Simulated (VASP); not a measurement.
Wanted: the native input for a VASP 6.6.1 run.

```yaml
Task: single point
Functional: PBE
Potentials_or_basis: VASP PAW PBE potentials, release 64 (Ti_sv, O)
Cutoff: 520 eV
k_mesh: 5 × 3 × 5
Occupations: fermi-dirac, width 0.02 eV
Spin: no spin polarisation
Dipole_correction: no
Further_INCAR_settings: LREAL = Auto; ALGO = Normal; EDIFF = 1e-07; NBANDS = 114
```

The structure of TiO2 lies in POSCAR:

```
TiO2
1.0
    5.1710000000      0.0000000000      0.0000000000
    0.0000000000      9.2110000000      0.0000000000
    0.0000000000      0.0000000000      5.4720000000
Ti O
8 16
Direct
    0.1386810192      0.1289815616      0.9059313481
    0.6386810192      0.3710184384      0.0940686519
    0.8613189808      0.6289815616      0.5940686519
    0.3613189808      0.8710184384      0.4059313481
    0.8613189808      0.8710184384      0.0940686519
    0.3613189808      0.6289815616      0.9059313481
    0.1386810192      0.3710184384      0.4059313481
    0.6386810192      0.1289815616      0.5940686519
    0.8167678433      0.0097996959      0.8511142706
    0.3167678433      0.4902003041      0.1488857294
    0.1832321567      0.5097996959      0.6488857294
    0.6832321567      0.9902003041      0.3511142706
    0.1832321567      0.9902003041      0.1488857294
    0.6832321567      0.5097996959      0.8511142706
    0.8167678433      0.4902003041      0.3511142706
    0.3167678433      0.0097996959      0.6488857294
    0.4642217246      0.2296996220      0.8919702428
    0.9642217246      0.2703003780      0.1080297572
    0.5357782754      0.7296996220      0.6080297572
    0.0357782754      0.7703003780      0.3919702428
    0.5357782754      0.7703003780      0.1080297572
    0.0357782754      0.7296996220      0.8919702428
    0.4642217246      0.2703003780      0.3919702428
    0.9642217246      0.2296996220      0.6080297572
```

One way to write it, as run:

INCAR

```
ALGO = Normal
EDIFF = 1E-7
ENCUT = 520
GGA = PE
ISIF = 2
ISMEAR = -1
LASPH = T
LCHARG = F
LREAL = Auto
LWAVE = F
NBANDS = 114
NELM = 60
PREC = Accurate
SIGMA = 0.02
```

KPOINTS

```
k-points
0
Gamma
  5 3 5
```

Potentials or basis: VASP PAW PBE potentials, release 64 (Ti_sv, O).

Command:

```bash
$ cat potpaw_PBE.64/Ti_sv/POTCAR potpaw_PBE.64/O/POTCAR > POTCAR
$ mpirun -np 1 vasp_std > vasp.out
```

It gave:

- Pressure: 2.7 GPa
- Largest force: 0.049 eV/Å
- Band gap on the k mesh: 2.35 eV

Caveat: an odd mesh through Γ misses points on the zone boundary, where band edges can lie.

Wall time 17 min on 1 thread of Intel(R) Xeon(R) Platinum 8488C (Sapphire Rapids), on a shared host, peak memory 0.51 GiB.
